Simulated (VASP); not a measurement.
# Zr (Fd-3m) in VASP: a series of runs, part 2 of 2

VASP 6.6.1.

**5. Single point, LDA**

This run uses another cell than the first one, of 27.74 Å³/atom.

INCAR

```
PREC     = Accurate       # precision mode
ENCUT    = 520            # plane-wave cutoff, eV
EDIFF    = 1E-6           # SCF threshold, eV
ISMEAR   = -1             # smearing method
SIGMA    = 0.1            # smearing width, eV
LREAL    = F              # projectors in reciprocal space
LASPH    = T              # aspherical terms in the spheres
NELM     = 80             # most SCF steps
ALGO     = Normal         # electronic algorithm
ISIF     = 2              # what is computed and relaxed
LWAVE    = F              # write WAVECAR
LCHARG   = F              # write CHGCAR
GGA      = CA             # functional
NBANDS   = 19             # bands
```

KPOINTS

```
Automatic mesh
0
Gamma
  15 15 15
```

POSCAR

```
Zr
1.0
    0.0000000000      3.0270582747      3.0270582747
    3.0270582747      0.0000000000      3.0270582747
    3.0270582747      3.0270582747      0.0000000000
Zr
2
Direct
    0.1250000000      0.1250000000      0.1250000000
    0.8750000000      0.8750000000      0.8750000000
```

Potentials or basis: VASP PAW LDA potentials, release 64 (Zr_sv).

On the command line:

```console
cat potpaw_LDA.64/Zr_sv/POTCAR > POTCAR
mpirun -np 1 vasp_std > vasp.out
```

OUTCAR:

```text
PREC = Accurate
   ENCUT = 520
   EDIFF = 1E-6
   ISMEAR = -1
   LREAL = F
   LASPH = T
   NELM = 80
   ISIF = 2
   GGA = CA

 ion  position               nearest neighbor table
   1  0.125  0.125  0.125-   2 2.62   2 2.62   2 2.62   2 2.62
   2  0.875  0.875  0.875-   1 2.62   1 2.62   1 2.62   1 2.62

  LATTYP: Found a face centered cubic cell.
 ALAT       =     6.0541165494

  Lattice vectors:

 A1 = (   0.0000000000,   3.0270582747,   3.0270582747)
 A2 = (   3.0270582747,   0.0000000000,   3.0270582747)
 A3 = (   3.0270582747,   3.0270582747,   0.0000000000)

Analysis of symmetry for initial positions (statically):
=====================================================================
 Subroutine PRICEL returns:
 Original cell was already a primitive cell.

 Routine SETGRP: Setting up the symmetry group for a
 face centered cubic supercell.

 Subroutine GETGRP returns: Found 48 space group operations
 (whereof 12 operations were pure point group operations)
 out of a pool of 48 trial point group operations.

The static configuration has the point symmetry D_3d.
 The point group associated with its full space group is O_h .

Analysis of symmetry for dynamics (positions and initial velocities):
=====================================================================
 Subroutine PRICEL returns:
 Original cell was already a primitive cell.

 Routine SETGRP: Setting up the symmetry group for a
 face centered cubic supercell.

 Subroutine GETGRP returns: Found 48 space group operations
 (whereof 12 operations were pure point group operations)
 out of a pool of 48 trial point group operations.

The dynamic configuration has the point symmetry D_3d.
 The point group associated with its full space group is O_h .

[... 104 lines left out ...]
   ISIF   =      2    stress and relaxation
   ISYM   =      2    0-nonsym 1-usesym 2-fastsym
   POTIM  = 0.5000    time-step for ionic-motion
   TEBEG  =    0.0;   TEEND  =   0.0 temperature during run
   PSTRESS=    0.0 pullay stress
   NELECT =      24.0000    total number of electrons
   NUPDOWN=      -1.0000    fix difference up-down
   EMIN   =  10.00;   EMAX   =-10.00  energy-range for DOS
   EFERMI =   0.00;   METHOD = LEGACY
   ISMEAR =    -1;   SIGMA  =   0.10  broadening in eV -4-tet -1-fermi 0-gaus
   EFERMI_NEDOS =   21; number of points for ismear=-14 and -15
   IALGO  =     38    algorithm
   IMIX   =      4    mixing-type and parameters
     AMIX     =   0.40;   BMIX     =  1.00
     AMIX_MAG =   1.60;   BMIX_MAG =  1.00
  volume/ion in A,a.u.               =      27.74       187.18
  Fermi-wavevector in a.u.,A,eV,Ry     =   1.238172  2.339807 20.858697  1.533071
  Thomas-Fermi vector in A             =   2.372709
   LORBIT       =      0    0 simple, 1 ext, 2 COOP (PROOUT), +10 PAW based schemes
   GGA     = CA    functional components
   LHFCALC =     F    Hartree Fock is set to
   AEXX    =    0.0000 exact exchange contribution
   IVDW    =     0    specifies the selected vdW correction
   LEPSILON=     F    determine dielectric tensor
   LRPA    =     F    only Hartree local field effects (RPA)
 non-spin polarized calculation
  energy-cutoff  :      520.00
  volume of cell :       55.47
 maximum number of plane-waves:      1516
   NGX = 15   NGY = 15   NGZ = 15

 number of electron      24.0000000 magnetization

 Free energy of the ion-electron system (eV)
  ---------------------------------------------------
  ext. energy  EPLUGINS =         0.00000000
  ---------------------------------------------------
  free energy    TOTEN  =       -13.90939976 eV

  energy without entropy =      -13.76623915  energy(sigma->0) =      -13.83781946

 E-fermi :   6.3563     XC(G=0): -10.1868

 val. band max:        6.3547888153   @ k =   0.2000   0.0667   0.0000
 cond. band min:       6.3576629382   @ k =   0.3333   0.2667   0.0000
 fundamental gap:      0.0028741229
 Fermi energy:         6.3562984427

 k-point     1 :       0.0000    0.0000    0.0000
  band No.  band energies     occupation
      1     -42.2766      2.00000
      2     -41.4509      2.00000
      3     -20.8180      2.00000
      4     -20.8180      2.00000
      5     -20.8180      2.00000
      6     -19.5338      2.00000
[... 505 lines left out ...]
      6     -19.6180      2.00000
[... 11 lines left out ...]
     18      11.7478      0.00000
     19      12.6940      0.00000

 [... further k-points ...]
[... 5 lines left out ...]
  --------------------------------------------------------------------------------------
  -------------------------------------------------------------------------------------
  Total        0.0235089      0.0235089      0.0235089      0.0000000     -0.0000000      0.0000000
  in kB        0.6789713      0.6789713      0.6789713      0.0000000     -0.0000000      0.0000000
  external PRESSURE =       0.6789713 kB  Pullay stress =       0.0000000 kB

 VOLUME and BASIS-vectors are now :
 -----------------------------------------------------------------------------
  energy-cutoff  :      520.00
  volume of cell :       55.47
      direct lattice vectors                 reciprocal lattice vectors
     0.000000000  3.027058275  3.027058275    -0.165176866  0.165176866  0.165176866
     3.027058275  0.000000000  3.027058275     0.165176866 -0.165176866  0.165176866
     3.027058275  3.027058275  0.000000000     0.165176866  0.165176866 -0.165176866

 POSITION                                       TOTAL-FORCE (eV/Angst)
 -----------------------------------------------------------------------------------
      0.75676      0.75676      0.75676         0.000000     -0.000000      0.000000
      5.29735      5.29735      5.29735        -0.000000      0.000000     -0.000000
 -----------------------------------------------------------------------------------
    total drift:                                0.000000     -0.000000     -0.000000

  FREE ENERGIE OF THE ION-ELECTRON SYSTEM (eV)
  ---------------------------------------------------
  free  energy   TOTEN  =       -13.9093997584 eV

  energy  without entropy=      -13.7662391549  energy(sigma->0) =      -13.83781946
```

OSZICAR:

```text
N       E                     dE             d eps       ncg     rms          rms(c)
DAV:   1     0.219159620285E+03    0.21916E+03   -0.13088E+04  4560   0.122E+03
DAV:   2     0.112112284489E+01   -0.21804E+03   -0.21412E+03  5375   0.361E+02
DAV:   3    -0.136769239365E+02   -0.14798E+02   -0.14301E+02  8513   0.667E+01
DAV:   4    -0.140693632148E+02   -0.39244E+00   -0.38638E+00  5525   0.107E+01
DAV:   5    -0.140811268060E+02   -0.11764E-01   -0.11754E-01  6473   0.141E+00    0.150E+01
DAV:   6    -0.138964306488E+02    0.18470E+00   -0.54236E-01  5334   0.461E+00    0.699E+00
DAV:   7    -0.139067051952E+02   -0.10275E-01   -0.21242E-01  7852   0.262E+00    0.147E+00
DAV:   8    -0.139097475849E+02   -0.30424E-02   -0.31316E-02  5934   0.131E+00    0.997E-02
DAV:   9    -0.139093885232E+02    0.35906E-03   -0.23689E-03  5490   0.302E-01    0.926E-02
DAV:  10    -0.139094000096E+02   -0.11486E-04   -0.16701E-04  6249   0.125E-01    0.116E-02
DAV:  11    -0.139093997584E+02    0.25128E-06   -0.60066E-06  6207   0.150E-02
   1 F= -.13909400E+02 E0= -.13837819E+02  d E =-.143161E+00
```

Wall time 62 s (1 thread of Intel Xeon Platinum 8375C at 2.90GHz (Ice Lake), shared host); peak memory 0.22 GiB.

What came out:

- Free energy: -13.9094 eV
- Pressure: 0.1 GPa
- Band gap on the k mesh: zero (bands 12 and 13 overlap by 0.32 eV)

**6. Single point, LDA, non-collinear spin, zero start, spin-orbit coupling**

This run uses another cell than the first one, of 27.74 Å³/atom.

INCAR

```
PREC = Accurate ; ENCUT = 520
EDIFF = 1E-6 ; ISMEAR = -1
SIGMA = 0.1 ; LREAL = F
LASPH = T ; NELM = 150
ALGO = Normal ; ISIF = 2
LWAVE = F ; LCHARG = F
LNONCOLLINEAR = T ; MAGMOM = 0 0 0 0 0 0
LORBIT = 11 ; LSORBIT = T
GGA_COMPAT = F ; LORBMOM = T
LMAXMIX = 4 ; GGA = CA
NBANDS = 36
```

KPOINTS

```
regular mesh
0
Gamma
  9 9 9
```

POSCAR is that of step 5.

Potentials or basis: VASP PAW LDA potentials, release 64 (Zr_sv).

On the command line:

```console
cat potpaw_LDA.64/Zr_sv/POTCAR > POTCAR
mpirun -np 1 vasp_ncl > vasp.out
```

Run time: 99 s. Hardware: 1 thread of Intel Xeon Platinum 8375C at 2.90GHz (Ice Lake), shared host; peak memory 0.29 GiB.

Results (log left out):

```yaml
Free_energy: -14.0628 eV
Pressure: 0.1 GPa
Net_moment: 0.00 μB per cell
Valence_electrons_inside_the_program's_atomic_spheres: Zr 10.22
```

Moments on the atoms (μB; x, y, z):
```
Zr  0.00 0.00 0.00
Zr  0.00 0.00 0.00
```

**7. Overview**

```csv
task,spin,cell,k mesh,cutoff (eV),gap on the mesh (eV),pressure (GPa)
single point,off,"a = 4.392 Å, angles 60.0°, 2 atoms",10 × 10 × 10,520,none,-2.7
single point,off,"a = 4.446 Å, angles 60.0°, 2 atoms",10 × 10 × 10,520,none,-3.8
relaxation of cell and atoms,off,"relaxed from a = 4.463 Å, angles 60.0°, 2 atoms",9 × 9 × 9,600,none,0.0
single point,off,"a = 4.281 Å, angles 60.0°, 2 atoms",15 × 15 × 15,520,none,0.1
single point,"non-collinear, zero start, SOC","a = 4.281 Å, angles 60.0°, 2 atoms",9 × 9 × 9,520,-,0.1
```

Alike in all rows: level LDA; potentials or basis VASP PAW LDA potentials, release 64 (Zr_sv); smearing fermi-dirac 0.1 eV.

Caveats: the cell stands under tension (at least some runs).

Total energies depend on the potentials used, so only differences within one code and one set of settings carry meaning.
